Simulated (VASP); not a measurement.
Here is a VASP 6.6.1 calculation.

INCAR

```
  ALGO = Normal
  EDIFF = 1E-7
  ENCUT = 520
  GGA = PE
  ISIF = 2
  ISMEAR = 0
  LASPH = True
  LCHARG = False
  LREAL = False
  LWAVE = False
  NBANDS = 11
  NELM = 100
  PREC = Accurate
  SIGMA = 0.028000000000000004
```

The input KPOINTS:

```
k-points
0
Gamma
  11 11 11
```

Contents of POSCAR:

```
MgO
1.0
    0.0000000000      2.0970013927      2.0970013927
    2.0970013927      0.0000000000      2.0970013927
    2.0970013927      2.0970013927      0.0000000000
Mg O
1 1
Direct
    0.0000000000      0.0000000000      0.0000000000
    0.5000000000      0.5000000000      0.5000000000
```

Potentials or basis: VASP PAW PBE potentials, release 64 (Mg, O).

Command:

```console
$ cat potpaw_PBE.64/Mg/POTCAR potpaw_PBE.64/O/POTCAR > POTCAR
$ mpirun -np 1 vasp_std > vasp.out
```

Problem. What does it give for the pressure?

Solution. 6.2 GPa.

Problem. Estimate the band gap on the k mesh.

Solution. 4.85 eV, direct.

A hybrid or GW would open this gap; PBE tends to underestimate it.
